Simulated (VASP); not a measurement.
A run of VASP 6.6.1:

The input INCAR:

```
PREC     = Accurate       # precision mode
ENCUT    = 500            # plane-wave cutoff, eV
EDIFF    = 1E-6           # SCF threshold, eV
ISMEAR   = 0              # smearing method
SIGMA    = 0.027000000000000003 # smearing width, eV
LREAL    = False          # projectors in reciprocal space
LASPH    = True           # aspherical terms in the spheres
NELM     = 120            # most SCF steps
ALGO     = Normal         # electronic algorithm
ISIF     = 2              # what is computed and relaxed
LWAVE    = False          # write WAVECAR
LCHARG   = False          # write CHGCAR
GGA      = PE             # functional
NBANDS   = 16             # bands
GGA_COMPAT= False
```

File KPOINTS:

```
regular mesh
0
Gamma
  7 7 5
```

File POSCAR:

```
Te
1.0
    4.4540000000      0.0000000000      0.0000000000
   -2.2270000000      3.8572771485      0.0000000000
    0.0000000000      0.0000000000      5.9240000000
Te
3
Direct
    0.7310000000      0.7310000000      0.0000000000
    0.0000000000      0.2690000000      0.6666666667
    0.2690000000      0.0000000000      0.3333333333
```

Potentials or basis: VASP PAW PBE potentials, release 64 (Te).

Command:

```bash
$ cat potpaw_PBE.64/Te/POTCAR > POTCAR
$ mpirun -np 1 vasp_std > vasp.out
```

Hardware: 1 thread of Intel(R) Xeon(R) Platinum 8259CL CPU @ 2.50GHz (Skylake/Cascade Lake) (shared host).

Task: Estimate the wall time of this run.

Result: Run time: 34 s on 1 thread of Intel(R) Xeon(R) Platinum 8259CL CPU @ 2.50GHz (Skylake/Cascade Lake), with other jobs on the host, peak memory 0.22 GiB. Counts: scf iterations 12, k points 32.
